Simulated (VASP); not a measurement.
# ZnSe (F-43m) in VASP: a series of runs, part 2 of 2

VASP 6.6.1.

### Step 3. Single point, PBE

INCAR

```
ALGO     = Normal         # electronic algorithm
EDIFF    = 1E-6           # SCF threshold, eV
ENCUT    = 520            # plane-wave cutoff, eV
GGA      = PE             # functional
ISIF     = 2              # what is computed and relaxed
ISMEAR   = 0              # smearing method
LASPH    = T              # aspherical terms in the spheres
LCHARG   = F              # write CHGCAR
LREAL    = F              # projectors in reciprocal space
LWAVE    = F              # write WAVECAR
NBANDS   = 16             # bands
NELM     = 60             # most SCF steps
PREC     = Accurate       # precision mode
SIGMA    = 0.01           # smearing width, eV
```

KPOINTS

```
k-points
0
Gamma
  6 6 6
```

POSCAR

```
ZnSe
1.0
    0.0000000000      2.8324206839      2.8324206839
    2.8324206839      0.0000000000      2.8324206839
    2.8324206839      2.8324206839      0.0000000000
Zn Se
1 1
Direct
    0.0000000000      0.0000000000      0.0000000000
    0.2500000000      0.2500000000      0.2500000000
```

Potentials or basis: VASP PAW PBE potentials, release 64 (Zn, Se).

Started as:

```sh
$ cat potpaw_PBE.64/Zn/POTCAR potpaw_PBE.64/Se/POTCAR > POTCAR
$ mpirun -np 1 vasp_std > vasp.out
```

Run time: 14 s. Hardware: 1 thread of Intel Xeon 6975P-C (Granite Rapids), shared host; peak memory 0.16 GiB.

Results (log left out):

```
Free energy            : -6.0139 eV
Pressure               : 2.5 GPa
Band gap on the k mesh : 1.29 eV, direct
```

Levels at points of the mesh, in eV from the valence-band top:
| k point | band 7 | band 8 | band 9 | band 10 | band 11 | band 12 |
| --- | --- | --- | --- | --- | --- | --- |
| (0.00, 0.00, 0.00) | 0.00 | 0.00 | 0.00 | 1.29 | 5.80 | 5.80 |
| (0.50, 0.00, 0.00) | -5.24 | -0.87 | -0.87 | 2.54 | 6.38 | 6.38 |
| (0.50, 0.50, 0.00) | -4.76 | -2.19 | -2.19 | 2.98 | 3.46 | 10.75 |

### Step 4. Single point, LDA

INCAR

```
PREC = Accurate
ENCUT = 520
EDIFF = 1E-6
ISMEAR = 0
SIGMA = 0.01
LREAL = F
LASPH = T
NELM = 100
ALGO = Normal
ISIF = 2
LWAVE = F
LCHARG = F
NBANDS = 16
```

KPOINTS

```
regular mesh
0
Gamma
  6 6 6
```

POSCAR is that of step 3.

Potentials or basis: VASP PAW LDA potentials, release 64 (Zn, Se).

Started as:

```sh
$ cat potpaw_LDA.64/Zn/POTCAR potpaw_LDA.64/Se/POTCAR > POTCAR
$ mpirun -np 1 vasp_std > vasp.out
```

OUTCAR:

```text
PREC = Accurate
   ENCUT = 520
   EDIFF = 1E-6
   ISMEAR = 0
   LREAL = F
   LASPH = T
   NELM = 100
   ISIF = 2

 ion  position               nearest neighbor table
   1  0.000  0.000  0.000-   2 2.45   2 2.45   2 2.45   2 2.45
   2  0.250  0.250  0.250-   1 2.45   1 2.45   1 2.45   1 2.45

  LATTYP: Found a face centered cubic cell.
 ALAT       =     5.6648413678

  Lattice vectors:

[... 469 lines left out ...]
      6      -4.5266      2.00000
[... 8 lines left out ...]
     15      15.2477      0.00000
     16      15.5565      0.00000

------------------------ aborting loop because EDIFF is reached ----------------------------------------

  FORCE on cell =-STRESS in cart. coord.  units (eV):
  Direction    XX          YY          ZZ          XY          YZ          ZX
  --------------------------------------------------------------------------------------
  -------------------------------------------------------------------------------------
  Total       -0.8470017     -0.8470017     -0.8470017     -0.0000000      0.0000000      0.0000000
  in kB      -29.8601227    -29.8601227    -29.8601227     -0.0000000      0.0000000      0.0000000
  external PRESSURE =     -29.8601227 kB  Pullay stress =       0.0000000 kB

 VOLUME and BASIS-vectors are now :
 -----------------------------------------------------------------------------
  energy-cutoff  :      520.00
  volume of cell :       45.45
      direct lattice vectors                 reciprocal lattice vectors
     0.000000000  2.832420684  2.832420684    -0.176527450  0.176527450  0.176527450
     2.832420684  0.000000000  2.832420684     0.176527450 -0.176527450  0.176527450
     2.832420684  2.832420684  0.000000000     0.176527450  0.176527450 -0.176527450

 POSITION                                       TOTAL-FORCE (eV/Angst)
 -----------------------------------------------------------------------------------
      0.00000      0.00000      0.00000         0.000000      0.000000      0.000000
      1.41621      1.41621      1.41621        -0.000000     -0.000000     -0.000000
 -----------------------------------------------------------------------------------
    total drift:                               -0.000001     -0.000001     -0.000001

  FREE ENERGIE OF THE ION-ELECTRON SYSTEM (eV)
  ---------------------------------------------------
  free  energy   TOTEN  =        -7.3456121916 eV

  energy  without entropy=       -7.3456121916  energy(sigma->0) =       -7.34561219
```

Run time: 8.7 s. Hardware: 1 thread of Intel Xeon 6975P-C (Granite Rapids), shared host; peak memory 0.14 GiB.

Results:

```yaml
Free_energy: -7.3456 eV
Pressure: -3.0 GPa
Band_gap_on_the_k_mesh: 1.07 eV, direct
```

Expect the measured gap to be larger: semilocal functionals such as LDA lack the derivative discontinuity.

### Step 5. Single point, r2SCAN

POSCAR is that of step 4.

INCAR.step1

```
  PREC = Accurate
  ENCUT = 520
  ISMEAR = 0
  SIGMA = 0.01
  LREAL = False
  LASPH = True
  NELM = 100
  NBANDS = 16
  GGA = PE
  ALGO = Normal
  EDIFF = 1E-4
  LWAVE = True
  LCHARG = False
```

INCAR.step2

```
  PREC = Accurate
  ENCUT = 520
  EDIFF = 1E-6
  ISMEAR = 0
  SIGMA = 0.01
  LREAL = False
  LASPH = True
  NELM = 100
  ALGO = Normal
  ISIF = 2
  LWAVE = False
  LCHARG = True
  METAGGA = R2SCAN
  LMIXTAU = True
  LELF = True
  LVHAR = True
  NBANDS = 16
  ISTART = 1
```

KPOINTS

```
Automatic mesh
0
Gamma
  6 6 6
```

Potentials or basis: VASP PAW PBE potentials, release 64 (Zn, Se).

Started as:

```sh
$ cat potpaw_PBE.64/Zn/POTCAR potpaw_PBE.64/Se/POTCAR > POTCAR
$ cp INCAR.step1 INCAR
$ mpirun -np 1 vasp_std > vasp.out
$ cp INCAR.step2 INCAR
$ mpirun -np 1 vasp_std > vasp.out
```

OUTCAR:

```text
PREC = Accurate
   ENCUT = 520
   EDIFF = 1E-6
   ISMEAR = 0
   LREAL = False
   LASPH = True
   NELM = 100
   ISIF = 2
   METAGGA = R2SCAN
   ISTART = 1

 ion  position               nearest neighbor table
   1  0.000  0.000  0.000-   2 2.45   2 2.45   2 2.45   2 2.45
   2  0.250  0.250  0.250-   1 2.45   1 2.45   1 2.45   1 2.45

  LATTYP: Found a face centered cubic cell.
 ALAT       =     5.6648413678

  Lattice vectors:

 A1 = (   0.0000000000,   2.8324206839,   2.8324206839)
 A2 = (   2.8324206839,   0.0000000000,   2.8324206839)
 A3 = (   2.8324206839,   2.8324206839,   0.0000000000)

Analysis of symmetry for initial positions (statically):
=====================================================================
 Subroutine PRICEL returns:
 Original cell was already a primitive cell.

 Routine SETGRP: Setting up the symmetry group for a
 face centered cubic supercell.

 Subroutine GETGRP returns: Found 24 space group operations
 (whereof 24 operations were pure point group operations)
 out of a pool of 48 trial point group operations.

The static configuration has the point symmetry T_d .

[... 150 lines left out ...]
  energy without entropy =      -24.90526119  energy(sigma->0) =      -24.90526119

 E-fermi :   1.4499     XC(G=0):  -9.9261

 val. band max:        1.3133655156   @ k =   0.0000   0.0000   0.0000
 cond. band min:       3.1857258289   @ k =   0.0000   0.0000   0.0000
 fundamental gap:      1.8723603133
 Fermi energy:         1.4499416672

 k-point     1 :       0.0000    0.0000    0.0000
  band No.  band energies     occupation
      1     -12.4093      2.00000
      2      -5.3881      2.00000
      3      -5.3881      2.00000
      4      -5.3881      2.00000
      5      -4.9798      2.00000
      6      -4.9798      2.00000
[... 281 lines left out ...]
      3      -5.1553      2.00000
      4      -5.0729      2.00000
      5      -4.9655      2.00000
      6      -4.7079      2.00000
[... 8 lines left out ...]
     15      15.7746      0.00000
     16      16.3100      0.00000

------------------------ aborting loop because EDIFF is reached ----------------------------------------

  FORCE on cell =-STRESS in cart. coord.  units (eV):
  Direction    XX          YY          ZZ          XY          YZ          ZX
  --------------------------------------------------------------------------------------
  -------------------------------------------------------------------------------------
  Total        0.0409436      0.0409436      0.0409436      0.0000000     -0.0000000     -0.0000000
  in kB        1.4434206      1.4434206      1.4434206      0.0000000     -0.0000000     -0.0000000
  external PRESSURE =       1.4434206 kB  Pullay stress =       0.0000000 kB

 VOLUME and BASIS-vectors are now :
 -----------------------------------------------------------------------------
  energy-cutoff  :      520.00
  volume of cell :       45.45
      direct lattice vectors                 reciprocal lattice vectors
     0.000000000  2.832420684  2.832420684    -0.176527450  0.176527450  0.176527450
     2.832420684  0.000000000  2.832420684     0.176527450 -0.176527450  0.176527450
     2.832420684  2.832420684  0.000000000     0.176527450  0.176527450 -0.176527450

 POSITION                                       TOTAL-FORCE (eV/Angst)
 -----------------------------------------------------------------------------------
      0.00000      0.00000      0.00000         0.000000     -0.000000     -0.000000
      1.41621      1.41621      1.41621        -0.000000      0.000000      0.000000
 -----------------------------------------------------------------------------------
    total drift:                                0.000022      0.000022      0.000022

  FREE ENERGIE OF THE ION-ELECTRON SYSTEM (eV)
  ---------------------------------------------------
  free  energy   TOTEN  =       -24.9052611936 eV

  energy  without entropy=      -24.9052611936  energy(sigma->0) =      -24.90526119
```

Wall time 50 s (1 thread of Intel Xeon 6975P-C (Granite Rapids), shared host); peak memory 0.17 GiB.

Results:

```
Free energy            : -24.9053 eV
Pressure               : 0.1 GPa
Band gap on the k mesh : 1.87 eV, direct
```

Caveat: the PAW data sets were made with another functional, which shifts forces and pressure a little. r2SCAN opens gaps a little over a GGA but as a rule still falls short of measured ones.

### Step 6. Overview

| level | potentials or basis | k mesh | gap on the mesh (eV) | pressure (GPa) |
| --- | --- | --- | --- | --- |
| r2SCAN | VASP PAW PBE potentials, release 64 (Zn, Se) | 4 × 4 × 4 | 1.86 | 0.4 |
| PBE | VASP PAW PBE potentials, release 64 (Zn, Se) | 6 × 6 × 6 | 1.29 | 2.5 |
| LDA | VASP PAW LDA potentials, release 64 (Zn, Se) | 6 × 6 × 6 | 1.07 | -3.0 |
| r2SCAN | VASP PAW PBE potentials, release 64 (Zn, Se) | 6 × 6 × 6 | 1.87 | 0.1 |

Alike in all rows: task single point; no spin polarisation; cell as given; cutoff (eV) 520; smearing gaussian 0.01 eV.

Caveats: some runs use coarse meshes; the PAW data sets were made with another functional, which shifts forces and pressure a little (some runs).

Total energies depend on the potentials used, so only differences within one code and one set of settings carry meaning.
